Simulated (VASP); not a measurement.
# GaSb (F-43m) in VASP: single point with HSE06

Aim: the single point of GaSb with HSE06.

Program: VASP 6.6.1. These are calculated values, not measurements. Logs are shortened: lines on timing, memory, paths and dates and some standing lists are left out, and cuts for length are marked.

## Step 1: The cell of the first run

Symmetry: F-43m, No. 216, cubic system. Conventional cell: a = 6.111 Å, b = 6.111 Å, c = 6.111 Å, α = 90.00°, β = 90.00°, γ = 90.00°. Within 3.5 Å of Ga (site symmetry -43m) lie 4 Sb at 2.65 Å. Sb (site symmetry -43m) has 4 Ga at 2.65 Å within 3.5 Å.

## Step 2: Single point, HSE06

File POSCAR:

```
GaSb
1.0
    0.0000000000      3.0556142714      3.0556142714
    3.0556142714      0.0000000000      3.0556142714
    3.0556142714      3.0556142714      0.0000000000
Ga Sb
1 1
Direct
    0.0000000000      0.0000000000      0.0000000000
    0.2500000000      0.2500000000      0.2500000000
```

File INCAR.step1:

```
PREC = Accurate ; ENCUT = 520
EDIFF = 1E-5 ; ISMEAR = 0
SIGMA = 0.1 ; LREAL = False
LASPH = True ; NELM = 100
ALGO = Normal ; ISIF = 2
LWAVE = True ; LCHARG = False
NBANDS = 16 ; GGA = PE
```

File INCAR.step2:

```
PREC = Accurate ; ENCUT = 520
EDIFF = 1E-6 ; ISMEAR = 0
SIGMA = 0.1 ; LREAL = False
LASPH = True ; NELM = 100
ALGO = Normal ; ISIF = 2
LWAVE = False ; LCHARG = False
GGA = PE ; LHFCALC = True
HFSCREEN = 0.2079 ; PRECFOCK = Normal
NBANDS = 16 ; ISTART = 1
```

File KPOINTS:

```
regular mesh
0
Gamma
  4 4 4
```

Potentials or basis: VASP PAW PBE potentials, release 64 (Ga_d, Sb).

Run with:

```sh
$ cat potpaw_PBE.64/Ga_d/POTCAR potpaw_PBE.64/Sb/POTCAR > POTCAR
$ cp INCAR.step1 INCAR
$ mpirun -np 1 vasp_std > vasp.out
$ cp INCAR.step2 INCAR
$ mpirun -np 1 vasp_std > vasp.out
```

OUTCAR:

```text
PREC = Accurate
   ENCUT = 520
   EDIFF = 1E-6
   ISMEAR = 0
   LREAL = False
   LASPH = True
   NELM = 100
   ISIF = 2
   GGA = PE
   LHFCALC = True
   HFSCREEN = 0.2079
   PRECFOCK = Normal
   ISTART = 1

 ion  position               nearest neighbor table
   1  0.000  0.000  0.000-   2 2.65   2 2.65   2 2.65   2 2.65
   2  0.250  0.250  0.250-   1 2.65   1 2.65   1 2.65   1 2.65

  LATTYP: Found a face centered cubic cell.
 ALAT       =     6.1112285428

  Lattice vectors:

 A1 = (   0.0000000000,   3.0556142714,   3.0556142714)
 A2 = (   3.0556142714,   0.0000000000,   3.0556142714)
 A3 = (   3.0556142714,   3.0556142714,   0.0000000000)

Analysis of symmetry for initial positions (statically):
=====================================================================
 Subroutine PRICEL returns:
 Original cell was already a primitive cell.

 Routine SETGRP: Setting up the symmetry group for a
 face centered cubic supercell.

 Subroutine GETGRP returns: Found 24 space group operations
 (whereof 24 operations were pure point group operations)
 out of a pool of 48 trial point group operations.

The static configuration has the point symmetry T_d .

Analysis of symmetry for dynamics (positions and initial velocities):
=====================================================================
 Subroutine PRICEL returns:
 Original cell was already a primitive cell.

 Routine SETGRP: Setting up the symmetry group for a
 face centered cubic supercell.

 Subroutine GETGRP returns: Found 24 space group operations
 (whereof 24 operations were pure point group operations)
 out of a pool of 48 trial point group operations.

The dynamic configuration has the point symmetry T_d .

 Subroutine INISYM returns: Found 24 space group operations
 (whereof 24 operations are pure point group operations),
 and found     1 'primitive' translations

----------------------------------------------------------------------------------------

                                     Primitive cell

  volume of cell :      57.0592

  direct lattice vectors                    reciprocal lattice vectors
     0.000000000  3.055614271  3.055614271    -0.163633219  0.163633219  0.163633219
     3.055614271  0.000000000  3.055614271     0.163633219 -0.163633219  0.163633219
     3.055614271  3.055614271  0.000000000     0.163633219  0.163633219 -0.163633219

  length of vectors
[... 72 lines left out ...]
   ISYM   =      3    0-nonsym 1-usesym 2-fastsym
   POTIM  = 0.5000    time-step for ionic-motion
   TEBEG  =    0.0;   TEEND  =   0.0 temperature during run
   PSTRESS=    0.0 pullay stress
   NELECT =      18.0000    total number of electrons
   NUPDOWN=      -1.0000    fix difference up-down
   EMIN   =  10.00;   EMAX   =-10.00  energy-range for DOS
   EFERMI =   0.00;   METHOD = LEGACY
   ISMEAR =     0;   SIGMA  =   0.10  broadening in eV -4-tet -1-fermi 0-gaus
   EFERMI_NEDOS =   21; number of points for ismear=-14 and -15
   IALGO  =     38    algorithm
   IMIX   =      1    mixing-type and parameters
     AMIX     =   0.40;   BMIX     =  1.00
     AMIX_MAG =   1.60;   BMIX_MAG =  1.00
  volume/ion in A,a.u.               =      28.53       192.53
  Fermi-wavevector in a.u.,A,eV,Ry     =   1.114441  2.105988 16.898151  1.241979
  Thomas-Fermi vector in A             =   2.251036
   LORBIT       =      0    0 simple, 1 ext, 2 COOP (PROOUT), +10 PAW based schemes
   GGA     = PE    functional components
   LHFCALC =     T    Hartree Fock is set to
   PRECFOCK=normal    Normal, Fast or Accurate (Low or Medium for compatibility)
   ENCUT4O =  -1.0   cutoff for four orbital integrals eV
   NKREDX  =     1    reduce k-point grid by
   NKREDY  =     1    reduce k-point grid by
   NKREDZ  =     1    reduce k-point grid by
   AEXX    =    0.2500 exact exchange contribution
   HFSCREEN=    0.2079 screening length (either q_TF or 0.3 A-1)
   HFSCREENC=   0.2079 screening length for correlation (either q_TF or 0.3 A-1)
   ENCUTFOCK=  -1.0 apply spherical cutoff to Coloumb kernel
   IVDW    =     0    specifies the selected vdW correction
   LEPSILON=     F    determine dielectric tensor
   LRPA    =     F    only Hartree local field effects (RPA)
 non-spin polarized calculation
 Gauss-broadening in eV      SIGMA  =   0.10
  energy-cutoff  :      520.00
  volume of cell :       57.06
 maximum number of plane-waves:      1572
  NGX = 28; NGY = 28; NGZ = 28

 number of electron      17.9999985 magnetization

 Free energy of the ion-electron system (eV)
  ---------------------------------------------------
  ext. energy  EPLUGINS =         0.00000000
  ---------------------------------------------------
  free energy    TOTEN  =        -8.78124182 eV

  energy without entropy =       -8.78124182  energy(sigma->0) =       -8.78124182

 E-fermi :   4.9843     XC(G=0):  -7.5714

 val. band max:        4.5114610148   @ k =   0.0000   0.0000   0.0000
 cond. band min:       5.4403312284   @ k =   0.0000   0.0000   0.0000
 fundamental gap:      0.9288702136
 Fermi energy:         4.9842908451

 k-point     1 :       0.0000    0.0000    0.0000
  band No.  band energies     occupation
      1     -13.1590      2.00000
      2     -13.1590      2.00000
      3     -13.1590      2.00000
      4     -13.1068      2.00000
      5     -13.1068      2.00000
      6      -8.0404      2.00000
[... 129 lines left out ...]
      3     -13.1377      2.00000
      4     -13.1123      2.00000
      5     -13.1065      2.00000
      6      -5.2456      2.00000
[... 8 lines left out ...]
     15      15.6729      0.00000
     16      17.0514      0.00000

------------------------ aborting loop because EDIFF is reached ----------------------------------------

  FORCE on cell =-STRESS in cart. coord.  units (eV):
  Direction    XX          YY          ZZ          XY          YZ          ZX
  --------------------------------------------------------------------------------------
  -------------------------------------------------------------------------------------
  Total        0.1785142      0.1785142      0.1785142      0.0000000      0.0000000     -0.0000000
  in kB        5.0125386      5.0125386      5.0125386      0.0000000      0.0000000     -0.0000000
  external PRESSURE =       5.0125386 kB  Pullay stress =       0.0000000 kB

 VOLUME and BASIS-vectors are now :
 -----------------------------------------------------------------------------
  energy-cutoff  :      520.00
  volume of cell :       57.06
      direct lattice vectors                 reciprocal lattice vectors
     0.000000000  3.055614271  3.055614271    -0.163633219  0.163633219  0.163633219
     3.055614271  0.000000000  3.055614271     0.163633219 -0.163633219  0.163633219
     3.055614271  3.055614271  0.000000000     0.163633219  0.163633219 -0.163633219

 POSITION                                       TOTAL-FORCE (eV/Angst)
 -----------------------------------------------------------------------------------
      0.00000      0.00000      0.00000        -0.000000     -0.000000     -0.000000
      1.52781      1.52781      1.52781         0.000000      0.000000      0.000000
 -----------------------------------------------------------------------------------
    total drift:                               -0.000007     -0.000035     -0.000019

  FREE ENERGIE OF THE ION-ELECTRON SYSTEM (eV)
  ---------------------------------------------------
  free  energy   TOTEN  =        -8.7812418218 eV

  energy  without entropy=       -8.7812418218  energy(sigma->0) =       -8.78124182
```

Run time: 7.8 min. Hardware: 1 thread of AMD EPYC 7R13 (Zen 3), shared host; peak memory 0.27 GiB.

Results:

```
Free energy            : -8.7812 eV
Pressure               : 0.5 GPa
Band gap on the k mesh : 0.93 eV
```

Levels at points of the mesh, in eV from the valence-band top:
```
           k point  band 5  band 6  band 7  band 8  band 9  band 10  band 11  band 12  band 13  band 14
(0.00, 0.00, 0.00)  -17.62  -12.55    0.00    0.00    0.00     0.93     3.49     3.49     3.49     6.70
(0.50, 0.00, 0.00)  -17.62  -10.74   -6.90   -1.24   -1.24     1.11     4.49     4.49     7.33    10.46
(0.50, 0.50, 0.00)  -17.61   -9.81   -7.38   -2.79   -2.79     1.51     1.84     9.94     9.94    11.30
```

Caveat: the k points lie up to 0.45 Å⁻¹ apart; the PAW data sets were made with another functional, which shifts forces and pressure a little; spin-orbit coupling is left out, which moves the levels of the heavy elements.
